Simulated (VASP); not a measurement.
# Si2Ge3 (P6/mmm) in VASP: relaxation of cell and atoms with PBE

Aim: the relaxation of cell and atoms of Si2Ge3 with PBE.

Everything below comes from runs of VASP 6.6.1. Logs are shortened: lines on timing, memory, paths and dates and some standing lists are left out, and cuts for length are marked.

**1. The cell of the first run**

The structure is hexagonal, space group P6/mmm (No. 191). The conventional cell has a = 2.756 Å, b = 2.756 Å, c = 13.643 Å, α = 90.00°, β = 90.00°, γ = 120.00°. Si (site symmetry 6mm) has 7 Si at 2.61 to 2.76 Å and 1 Ge at 2.70 Å within 3.4 Å. Ge (site symmetry 6mm) has 1 Si at 2.70 Å and 7 Ge at 2.76 to 2.82 Å within 3.6 Å. Within 3.6 Å of Ge (site symmetry 6/mmm) lie 8 Ge at 2.76 to 2.82 Å.

**2. Relaxation of cell and atoms, PBE**

The input, INCAR:

```
PREC = Accurate
ENCUT = 600
EDIFF = 1E-6
ISMEAR = 0
SIGMA = 0.1
LREAL = False
LASPH = True
NELM = 100
ALGO = Normal
ISIF = 3
LWAVE = False
LCHARG = False
GGA = PE
IBRION = 2
NSW = 100
EDIFFG = -0.01
```

The input, KPOINTS:

```
regular mesh
0
Gamma
  18 18 4
```

The input, POSCAR:

```
Si2Ge3
1.0
    2.7562108947      0.0000000000      0.0000000000
   -1.3781054473      2.3869486530      0.0000000000
    0.0000000000      0.0000000000     13.6432772854
Si Ge
2 3
Direct
    0.0000000000      0.0000000000      0.9043682978
    0.0000000000      0.0000000000      0.0956317022
    0.0000000000      0.0000000000      0.2935999253
    0.0000000000      0.0000000000      0.5000000000
    0.0000000000      0.0000000000      0.7064000747
```

Potentials or basis: VASP PAW PBE potentials, release 64 (Si, Ge_d).

Started as:

```
cat potpaw_PBE.64/Si/POTCAR potpaw_PBE.64/Ge_d/POTCAR > POTCAR
mpirun -np 1 vasp_std > vasp.out
```

OUTCAR:

```text
PREC = Accurate
   ENCUT = 600
   EDIFF = 1E-6
   ISMEAR = 0
   LREAL = False
   LASPH = True
   NELM = 100
   ISIF = 3
   GGA = PE
   IBRION = 2
   NSW = 100
   EDIFFG = -0.01

 ion  position               nearest neighbor table
   1  0.000  0.000  0.904-   2 2.61   5 2.70
   2  0.000  0.000  0.096-   1 2.61   3 2.70
   3  0.000  0.000  0.294-   2 2.70   4 2.82
   4  0.000  0.000  0.500-   3 2.82   5 2.82
   5  0.000  0.000  0.706-   1 2.70   4 2.82

  LATTYP: Found a hexagonal cell.
 ALAT       =     2.7562108947
 C/A-ratio  =     4.9500121024

  Lattice vectors:

 A1 = (   2.7562108947,   0.0000000000,   0.0000000000)
 A2 = (  -1.3781054473,   2.3869486530,   0.0000000000)
 A3 = (   0.0000000000,   0.0000000000,  13.6432772854)

Analysis of symmetry for initial positions (statically):
=====================================================================
 Subroutine PRICEL returns:
 Original cell was already a primitive cell.

 Routine SETGRP: Setting up the symmetry group for a
 hexagonal supercell.

 Subroutine GETGRP returns: Found 24 space group operations
 (whereof 24 operations were pure point group operations)
 out of a pool of 24 trial point group operations.

The static configuration has the point symmetry D_6h.

Analysis of symmetry for dynamics (positions and initial velocities):
=====================================================================
 Subroutine PRICEL returns:
 Original cell was already a primitive cell.

 Routine SETGRP: Setting up the symmetry group for a
 hexagonal supercell.

 Subroutine GETGRP returns: Found 24 space group operations
 (whereof 24 operations were pure point group operations)
 out of a pool of 24 trial point group operations.

The dynamic configuration has the point symmetry D_6h.

 Subroutine INISYM returns: Found 24 space group operations
 (whereof 24 operations are pure point group operations),
 and found     1 'primitive' translations

----------------------------------------------------------------------------------------

                                     Primitive cell
[... 113 lines left out ...]
   EFERMI_NEDOS =   21; number of points for ismear=-14 and -15
   IALGO  =     38    algorithm
   IMIX   =      4    mixing-type and parameters
     AMIX     =   0.40;   BMIX     =  1.00
     AMIX_MAG =   1.60;   BMIX_MAG =  1.00
  volume/ion in A,a.u.               =      17.95       121.14
  Fermi-wavevector in a.u.,A,eV,Ry     =   1.347018  2.545495 24.687196  1.814458
  Thomas-Fermi vector in A             =   2.474803
   LORBIT       =      0    0 simple, 1 ext, 2 COOP (PROOUT), +10 PAW based schemes
   GGA     = PE    functional components
   LHFCALC =     F    Hartree Fock is set to
   AEXX    =    0.0000 exact exchange contribution
   IVDW    =     0    specifies the selected vdW correction
   LEPSILON=     F    determine dielectric tensor
   LRPA    =     F    only Hartree local field effects (RPA)
 conjugate gradient relaxation of ions
 non-spin polarized calculation
 Gauss-broadening in eV      SIGMA  =   0.10
  energy-cutoff  :      600.00
  volume of cell :       89.76
 maximum number of plane-waves:      3078
 NGX is ok and might be reduce to    24
   NGX = 11   NGY = 11   NGZ = 55

--------------------------------------- Ionic step        1  -------------------------------------------

 number of electron      49.9999996 magnetization

 Free energy of the ion-electron system (eV)
  ---------------------------------------------------
  ext. energy  EPLUGINS =         0.00000000
  ---------------------------------------------------
  free energy    TOTEN  =       -22.68944534 eV

  energy without entropy =      -22.67752888  energy(sigma->0) =      -22.68348711

------------------------ aborting loop because EDIFF is reached ----------------------------------------

  FORCE on cell =-STRESS in cart. coord.  units (eV):
  Direction    XX          YY          ZZ          XY          YZ          ZX
  --------------------------------------------------------------------------------------
  -------------------------------------------------------------------------------------
  Total        1.5256018      1.5256018     -4.6569371      0.0000000      0.0000000     -0.0000000
  in kB       27.2318746     27.2318746    -83.1259706      0.0000000      0.0000000     -0.0000000
  external PRESSURE =      -9.5540738 kB  Pullay stress =       0.0000000 kB
[... 98 lines left out ...]
  FREE ENERGIE OF THE ION-ELECTRON SYSTEM (eV)
  ---------------------------------------------------
  free  energy   TOTEN  =       -22.8346668004 eV

  energy  without entropy=      -22.8261675619  energy(sigma->0) =      -22.83041718

[... ionic steps 4 to 11 ...]

--------------------------------------- Ionic step       12  -------------------------------------------

 number of electron      49.9999990 magnetization

------------------------ aborting loop because EDIFF is reached ----------------------------------------
[... 73 lines left out ...]
--------------------------------------- Ionic step       14  -------------------------------------------

 number of electron      49.9999990 magnetization

 Free energy of the ion-electron system (eV)
  ---------------------------------------------------
  ext. energy  EPLUGINS =         0.00000000
  ---------------------------------------------------
  free energy    TOTEN  =       -22.83915725 eV

  energy without entropy =      -22.83012563  energy(sigma->0) =      -22.83464144

 E-fermi :   7.3706     XC(G=0): -11.0603

 val. band max:        7.3443163809   @ k =   0.3333   0.2222   0.2500
 cond. band min:       7.3732198821   @ k =   0.2222   0.1111   0.5000
 fundamental gap:      0.0289035012
 Fermi energy:         7.3706136202

 k-point     1 :       0.0000    0.0000    0.0000
  band No.  band energies     occupation
      1     -17.3943      2.00000
      2     -17.3419      2.00000
      3     -17.3419      2.00000
      4     -17.3141      2.00000
      5     -17.3141      2.00000
      6     -17.3137      2.00000
[... 781 lines left out ...]
     29       9.9993      0.00000
     30      10.0591      0.00000

 [... further k-points ...]

------------------------ aborting loop because EDIFF is reached ----------------------------------------

  FORCE on cell =-STRESS in cart. coord.  units (eV):
  Direction    XX          YY          ZZ          XY          YZ          ZX
  --------------------------------------------------------------------------------------
  -------------------------------------------------------------------------------------
  Total       -0.0064150     -0.0064150      0.0211370     -0.0000000      0.0000000      0.0000000
  in kB       -0.1161888     -0.1161888      0.3828349     -0.0000000      0.0000000      0.0000000
  external PRESSURE =       0.0501524 kB  Pullay stress =       0.0000000 kB
[... 20 lines left out ...]
  FREE ENERGIE OF THE ION-ELECTRON SYSTEM (eV)
  ---------------------------------------------------
  free  energy   TOTEN  =       -22.8391572478 eV

  energy  without entropy=      -22.8301256260  energy(sigma->0) =      -22.83464144

 reached required accuracy - stopping structural energy minimisation
```

OSZICAR:

```text
N       E                     dE             d eps       ncg     rms          rms(c)
DAV:   1     0.449029201899E+03    0.44903E+03   -0.26537E+04  7506   0.441E+03
DAV:   2     0.544858891559E+02   -0.39454E+03   -0.38450E+03  6668   0.896E+02
DAV:   3    -0.185508041226E+02   -0.73037E+02   -0.71514E+02  7630   0.211E+02
DAV:   4    -0.226581000306E+02   -0.41073E+01   -0.40537E+01  8270   0.549E+01
[... 115 lines left out ...]
       N       E                     dE             d eps       ncg     rms          rms(c)
DAV:   1    -0.228391626376E+02   -0.71777E-05   -0.81380E-05  8924   0.130E-01    0.132E-02
DAV:   2    -0.228391586873E+02    0.39503E-05   -0.86367E-06  8214   0.458E-02    0.727E-03
DAV:   3    -0.228391576272E+02    0.10601E-05   -0.57897E-06  6578   0.359E-02    0.295E-03
DAV:   4    -0.228391572478E+02    0.37940E-06   -0.18940E-06  5304   0.287E-02
  14 F= -.22839157E+02 E0= -.22834641E+02  d E =-.141975E-04
```

It took 37 min on 1 thread of Intel Xeon Platinum 8259CL at 2.50GHz (Skylake/Cascade Lake), shared host; peak memory 0.47 GiB.

Results:

* Free energy: -22.8392 eV
* Relaxed volume: 17.69 Å³/atom
* Relaxed cell: a = 2.801 Å, b = 2.801 Å, c = 13.023 Å, α = 90.00°, β = 90.00°, γ = 120.00°
* Space group after relaxing (to 0.1 Å): P6/mmm (No. 191)
* Energy gained by relaxing: 29.9 meV/atom
* Ionic steps: 14
* Pressure after relaxing: 0.0 GPa

Forces on the atoms (eV/Å):
```
Si   0.000  0.000 -0.002
Si   0.000  0.000  0.002
Ge   0.000  0.000  0.002
Ge   0.000  0.000  0.000
Ge   0.000  0.000 -0.002
```

Step by step:
```
step  energy change (eV)  largest force (eV/Å)  pressure (GPa)  volume (Å³)
   1              0.0000                0.1739           -0.96        89.76
   2             -0.1449                0.1153           -0.05        88.27
   3             -0.1452                0.1144           -0.04        88.19
   4             -0.1452                0.1149           -0.05        88.22
   5             -0.1469                0.0961            0.11        88.16
   6             -0.1489                0.0570            0.18        88.00
   7             -0.1497                0.0063            0.05        88.38
   8             -0.1497                0.0072            0.10        88.37
   9             -0.1496                0.0062           -0.17        88.61
  10             -0.1497                0.0033            0.05        88.43
  11             -0.1497                0.0028           -0.21        88.49
  12             -0.1497                0.0026            0.11        88.45
  13             -0.1497                0.0029           -0.15        88.47
  14             -0.1497                0.0021            0.01        88.46
```

Final structure:
```xyz
5
Lattice="2.8006 0.0000 0.0000 -1.4003 2.4253 0.0000 0.0000 0.0000 13.0234" Properties=species:S:1:pos:R:3 pbc="T T T"
Si    0.0000    0.0000   11.8011
Si    0.0000    0.0000    1.2223
Ge    0.0000    0.0000    3.7880
Ge    0.0000    0.0000    6.5117
Ge    0.0000    0.0000    9.2354
```

Levels at points of the mesh, in eV from the Fermi level:
| k point | band 22 | band 23 | band 24 | band 25 | band 26 | band 27 | band 28 | band 29 |
| --- | --- | --- | --- | --- | --- | --- | --- | --- |
| (0.00, 0.00, 0.00) | -4.63 | 0.89 | 0.93 | 7.29 | 8.29 | 8.29 | 8.90 | 9.35 |
| (0.50, 0.00, 0.00) | -5.06 | -4.04 | -3.32 | -2.82 | -0.45 | 0.17 | 3.38 | 4.13 |
| (0.00, 0.00, 0.50) | -2.18 | -2.15 | 3.81 | 4.92 | 8.31 | 8.31 | 9.08 | 9.08 |
| (0.50, 0.00, 0.50) | -4.20 | -4.15 | -3.02 | -2.44 | -1.98 | 2.42 | 2.52 | 2.75 |

Caveat: the highest band is partly filled, so the run has too few bands.
